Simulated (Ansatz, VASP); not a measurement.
# Pt: VASP beside Ansatz

The input INCAR:

```
PREC = Accurate
ENCUT = 600
EDIFF = 1E-7
ISMEAR = 0
SIGMA = 0.1
LREAL = F
LASPH = T
NELM = 80
ALGO = Normal
ISIF = 3
LWAVE = F
LCHARG = F
GGA = PS
IBRION = 2
NSW = 80
EDIFFG = -0.05
```

Contents of KPOINTS:

```
regular mesh
0
Gamma
  8 8 8
```

POSCAR

```
Pt
1.0
    0.0000000000      2.0418799349      2.0418799349
    2.0418799349      0.0000000000      2.0418799349
    2.0418799349      2.0418799349      0.0000000000
Pt
1
Direct
    0.0000000000      0.0000000000      0.0000000000
```

Input for Ansatz:

```yaml
crystal:
  lattice:
    - [0.0, 2.0418799349, 2.0418799349]
    - [2.0418799349, 0.0, 2.0418799349]
    - [2.0418799349, 2.0418799349, 0.0]
  atoms:
    - { symbol: Pt, position: [0.0, 0.0, 0.0] }
basis:
  ecutwfc: 420
kpoints:
  mp_grid: { grid: [8, 8, 8] }
hamiltonian:
  xc: pbesol
scf:
  occupations: { method: gaussian, width: 0.1 }
output:
  forces: true
  stress: true
  eigenvalues: true
relax:
  adjacent_minimum: "off"
  f_tol: 0.05
  max_steps: 60
  cell: { stress_tol: 0.5 }
```

Alike in both runs: task relaxation of cell and atoms; functional PBEsol; k mesh 8 × 8 × 8; occupations gaussian, width 0.1 eV; no spin polarisation.

|  | VASP | Ansatz |
| --- | --- | --- |
| version | VASP 6.6.1 | Ansatz 0.2.0 |
| potentials or method | VASP PAW PBE potentials, release 64 (Pt), cutoff 600 eV | scalar-relativistic, plane waves, PAW |
| valence electrons in the cell | 10 | 18 |

```csv
,VASP,Ansatz,Ansatz less VASP
"gap on the k mesh at the Fermi level, each at its own relaxed structure (eV)",none,none,-
relaxed volume (Å³/atom),14.99,15.01,+0.023
relaxed cell length with the largest relative difference (Å),2.767,2.769,+0.0014
```

VASP's potentials were made for PBE, not for PBEsol. A gap of «none» marks a metal or a gap that the smearing closes. VASP's potentials hold 10 valence electrons a cell and Ansatz's 18, so a difference there can come from the potentials and not from the codes.

Neither program's run includes spin-orbit coupling.
